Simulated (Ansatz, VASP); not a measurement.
One calculation of CdTe, two programs

INCAR

```
PREC = Accurate ; ENCUT = 520
EDIFF = 1E-6 ; ISMEAR = 0
SIGMA = 0.02 ; LREAL = False
LASPH = True ; NELM = 60
ALGO = Normal ; ISIF = 2
LWAVE = False ; LCHARG = False
GGA = PE ; NBANDS = 16
```

Contents of KPOINTS:

```
Automatic mesh
0
Gamma
  10 10 10
```

The input POSCAR:

```
CdTe
1.0
    0.0000000000      3.3414480476      3.3414480476
    3.3414480476      0.0000000000      3.3414480476
    3.3414480476      3.3414480476      0.0000000000
Cd Te
1 1
Direct
    0.0000000000      0.0000000000      0.0000000000
    0.2500000000      0.2500000000      0.2500000000
```

Input for Ansatz:

```yaml
crystal:
  lattice:
    - [0.0, 3.3414480392, 3.3414480392]
    - [3.3414480392, 0.0, 3.3414480392]
    - [3.3414480392, 3.3414480392, 0.0]
  atoms:
    - { symbol: Cd, position: [0.0, 0.0, 0.0] }
    - { symbol: Te, position: [0.25, 0.25, 0.25] }
basis:
  ecutwfc: 420
kpoints:
  mp_grid: { grid: [10, 10, 10] }
hamiltonian:
  xc: pbe
scf:
  occupations: { method: gaussian, width: 0.02 }
output:
  forces: true
  stress: true
  eigenvalues: true
```

Alike in both runs: task single point; functional PBE; k mesh 10 × 10 × 10; occupations gaussian, width 0.02 eV; no spin polarisation.

|  | VASP | Ansatz |
| --- | --- | --- |
| version | VASP 6.6.1 | Ansatz 0.2.0 |
| potentials or method | VASP PAW PBE potentials, release 64 (Cd, Te), cutoff 520 eV | scalar-relativistic, plane waves, PAW |
| valence electrons in the cell | 18 | 36 |

Ansatz gave:

```
gap on the k mesh at the Fermi level (eV) : 0.50
least direct gap on the mesh (eV)         : 0.50
pressure (GPa)                            : -1.0
```

Estimate VASP's values.

gap on the k mesh at the Fermi level (eV): 0.50; least direct gap on the mesh (eV): 0.50; pressure (GPa): -0.9.

With one functional, cell and mesh, what is left measures potentials, basis and numerics. VASP's potentials hold 18 valence electrons a cell and Ansatz's 36, so a difference there can come from the potentials and not from the codes.

Neither program's run includes spin-orbit coupling.
